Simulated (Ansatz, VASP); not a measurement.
Pd: VASP beside Ansatz

The input INCAR:

```
PREC = Accurate
ENCUT = 520
EDIFF = 1E-8
ISMEAR = -1
SIGMA = 0.05
LREAL = F
LASPH = T
NELM = 80
ALGO = Normal
ISIF = 2
LWAVE = F
LCHARG = F
LEFG = T
NBANDS = 11
```

Contents of KPOINTS:

```
regular mesh
0
Gamma
  18 18 18
```

POSCAR

```
Pd
1.0
    0.0000000000      1.9318465866      1.9318465866
    1.9318465866      0.0000000000      1.9318465866
    1.9318465866      1.9318465866      0.0000000000
Pd
1
Direct
    0.0000000000      0.0000000000      0.0000000000
```

Input for Ansatz:

```yaml
crystal:
  lattice:
    - [0.0, 1.9318465866, 1.9318465866]
    - [1.9318465866, 0.0, 1.9318465866]
    - [1.9318465866, 1.9318465866, 0.0]
  atoms:
    - { symbol: Pd, position: [0.0, 0.0, 0.0] }
kpoints:
  mp_grid: { grid: [18, 18, 18] }
scf:
  occupations: { method: fermi_dirac, width: 0.05 }
hamiltonian:
  xc: lda
  pseudopotentials: { kind: paw }
output:
  forces: true
  stress: true
  eigenvalues: true
  efg: { contact_densities: true }
```

Change from the starting cell: volume scaled by 0.98, PAW files.

Alike in both runs: task electric field gradients; functional LDA; k mesh 18 × 18 × 18; occupations fermi-dirac, width 0.05 eV; no spin polarisation.

|  | VASP | Ansatz |
| --- | --- | --- |
| version | VASP 6.6.1 | Ansatz 0.2.0 |
| potentials or method | VASP PAW LDA potentials, release 64 (Pd) | PAW with Ansatz's default frozen-core files, scalar-relativistic |
| plane-wave cutoff (eV) | 520 | 420 |
| valence electrons in the cell | 10 | 18 |

Ansatz gave:

* pressure (GPa): -4.1

Q: Which values does VASP return?

A: Pressure (GPa): -3.8.

LDA's correlation is that of Perdew and Zunger in VASP and of Perdew and Wang (1992) in Ansatz. VASP's potentials hold 10 valence electrons a cell and Ansatz's 18, so a difference there can come from the potentials and not from the codes.
